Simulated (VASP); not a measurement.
Pd: single point with PBEsol

The system is Pd.

```
Pd
1.0
     2.71902    0.00000    0.00000
    -1.35951    2.35474    0.00000
     0.00000    0.00000    4.56653
Pd
2
Direct
  0.33333 0.66667 0.25000
  0.66667 0.33333 0.75000
```

- Program: VASP 6.6.1
- Task: single point
- Functional: PBEsol
- Potentials or basis: VASP PAW PBE potentials, release 64 (Pd)
- Cutoff: 520 eV
- k mesh: 18 × 18 × 10
- Occupations: gaussian, width 0.1 eV
- Spin: no spin polarisation
- Dipole correction: no
- Further INCAR settings: ALGO = Normal; EDIFF = 1e-06; NBANDS = 17

```json
{"Pressure": "-0.3 GPa", "Band gap on the k mesh": "zero (band 10 reaches 10.02 eV, above the bottom of band 11 at 9.08 eV)"}
```

Stress tensor (GPa, compression positive):
```
-0.30  0.00  0.00
 0.00 -0.30  0.00
 0.00  0.00 -0.40
```

Levels at points of the mesh, in eV from the Fermi level:
| k point | band 7 | band 8 | band 9 | band 10 | band 11 | band 12 | band 13 | band 14 |
| --- | --- | --- | --- | --- | --- | --- | --- | --- |
| (0.00, 0.00, 0.00) | -2.46 | -1.66 | -1.66 | -0.23 | -0.23 | 0.66 | 6.91 | 17.15 |
| (0.50, 0.00, 0.00) | -1.83 | 0.03 | 0.05 | 0.24 | 2.60 | 4.59 | 9.66 | 9.92 |
| (0.00, 0.00, 0.50) | -2.84 | -2.84 | -0.70 | -0.70 | -0.70 | -0.70 | 13.93 | 13.93 |
| (0.50, 0.00, 0.50) | -0.50 | -0.50 | 0.16 | 0.16 | 2.59 | 2.59 | 8.33 | 8.33 |

Wall time 43 s on 1 thread of Intel(R) Xeon(R) Platinum 8488C (Sapphire Rapids) (shared host), peak memory 0.21 GiB.

Caveat: the PAW data sets were made with another functional, which shifts forces and pressure a little.
